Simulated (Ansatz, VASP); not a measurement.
**One calculation of HfC, two programs**

INCAR

```
ALGO = Normal
EDIFF = 1E-8
ENCUT = 520
GGA = PS
ISIF = 2
ISMEAR = -1
LASPH = True
LCHARG = False
LEFG = True
LREAL = False
LWAVE = False
NBANDS = 14
NELM = 100
PREC = Accurate
SIGMA = 0.05
```

The input KPOINTS:

```
k-points
0
Gamma
  15 15 15
```

File POSCAR:

```
HfC
1.0
    0.0465000000      2.3482500000      2.3482500000
    2.3482500000      0.0465000000      2.3482500000
    2.3482500000      2.3482500000      0.0465000000
Hf C
1 1
Direct
    0.5000000000      0.5000000000      0.5000000000
    0.0000000000      0.0000000000      0.0000000000
```

Input for Ansatz:

```yaml
crystal:
  lattice:
    - [0.0465, 2.34825, 2.34825]
    - [2.34825, 0.0465, 2.34825]
    - [2.34825, 2.34825, 0.0465]
  atoms:
    - { symbol: Hf, position: [0.5, 0.5, 0.5] }
    - { symbol: C, position: [0.0, 0.0, 0.0] }
kpoints:
  mp_grid: { grid: [15, 15, 15] }
scf:
  occupations: { method: fermi_dirac, width: 0.05 }
hamiltonian:
  xc: pbesol
  pseudopotentials: { kind: all_electron, datasets: crystal }
output:
  forces: true
  stress: true
  eigenvalues: true
  efg: { contact_densities: true }
```

Change from the starting cell: equal xy, yz and zx shear strains of +2 %, crystal datasets.

Alike in both runs: task electric field gradients; functional PBEsol; k mesh 15 × 15 × 15; occupations fermi-dirac, width 0.05 eV; no spin polarisation.

```csv
,VASP,Ansatz
version,VASP 6.6.1,Ansatz 0.2.0
potentials or method,"VASP PAW PBE potentials, release 64 (Hf_pv, C), cutoff 520 eV","all-electron PAW with datasets made for the crystal, scalar-relativistic"
```

|  | VASP | Ansatz | Ansatz less VASP |
| --- | --- | --- | --- |
| pressure (GPa) | -6.9 | -6.4 | +0.49 |
| traceless stress, the component that is largest in VASP (GPa) | -3.44 | -3.43 | +0.007 |
| size of Vzz on the site where it differs most (V/Å²) | 3.2 | 4.5 | +1.31 |

VASP's potentials were made for PBE, not for PBEsol. Ansatz ran all-electron here, and VASP with PAW potentials.

Spin-orbit coupling is off throughout.
